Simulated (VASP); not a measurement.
The system is C.

```xyz
2
Lattice="0.0000 1.7834 1.7834 1.7834 0.0000 1.7834 1.7834 1.7834 0.0000" Properties=species:S:1:pos:R:3 pbc="T T T"
C     1.7834    1.7834    1.7834
C     2.6751    2.6751    2.6751
```

| Quantity | Value |
| --- | --- |
| Program | VASP 6.6.1 |
| Task | relaxation of cell and atoms |
| Functional | LDA |
| Potentials or basis | VASP PAW LDA potentials, release 64 (C) |
| Cutoff | 600 eV |
| k mesh | 10 × 10 × 10 |
| Occupations | gaussian, width 0.1 eV |
| Spin | no spin polarisation |

At the start: pressure -12.4 GPa; volume 5.67 Å³/atom.

**Question.** Where does the relaxation end?

**Answer.** Over 3 steps the energy falls by 6.2 meV/atom and the volume is 5.52 Å³/atom (-2.7 %); space group Fd-3m (No. 227, to 0.05 Å).

The path:
```
step  energy change (eV)  largest force (eV/Å)  pressure (GPa)  volume (Å³)
   1              0.0000                0.0000          -12.37        11.34
   2              0.0089                0.0000           17.94        10.64
   3             -0.0123                0.0000           -0.11        11.03
```

Final structure:
```xyz
2
Lattice="0.0000 1.7670 1.7670 1.7670 0.0000 1.7670 1.7670 1.7670 0.0000" Properties=species:S:1:pos:R:3 pbc="T T T"
C     1.7670    1.7670    1.7670
C     2.6504    2.6504    2.6504
```
